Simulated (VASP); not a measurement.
NaCl: single point with BLYP

NaCl:

```
Cl Na
1.0
     3.50219    0.00000    0.00000
     0.00000    3.50219    0.00000
     0.00000    0.00000    3.50219
Cl Na
1 1
Direct
  0.50000 0.50000 0.50000
  0.00000 0.00000 0.00000
```

```yaml
Program: VASP 6.6.1
Task: single point
Functional: BLYP
Potentials_or_basis: VASP PAW PBE potentials, release 64 (Cl, Na_pv)
Cutoff: 520 eV
k_mesh: 8 × 8 × 8
Occupations: fermi-dirac, width 0.05 eV
Spin: no spin polarisation
Dipole_correction: no
Further_INCAR_settings: ALGO = Normal; EDIFF = 1e-06; NBANDS = 14
```

* Pressure: 1.0 GPa
* Band gap on the k mesh: 4.04 eV, indirect (least direct gap 4.53 eV)

Levels at points of the mesh, in eV from the valence-band top:
```csv
k point,band 3,band 4,band 5,band 6,band 7,band 8,band 9,band 10,band 11,band 12
"(0.00, 0.00, 0.00)",-22.38,-13.34,-0.49,-0.49,-0.49,4.04,8.71,8.71,15.61,15.61
"(0.50, 0.00, 0.00)",-22.37,-12.99,-2.91,-0.26,-0.26,7.02,8.59,10.57,11.81,11.81
"(0.50, 0.50, 0.00)",-22.37,-12.72,-2.24,-2.24,0.00,5.58,9.92,11.15,11.15,12.59
"(0.50, 0.50, 0.50)",-22.40,-12.45,-1.83,-1.83,-1.83,7.22,7.22,7.22,11.46,15.90
```

Wall time 20 s on 1 thread of Intel Xeon 6975P-C (shared host), peak memory 0.16 GiB.

Caveat: the PAW data sets were made with another functional, which shifts forces and pressure a little. A k mesh can miss the band edges.
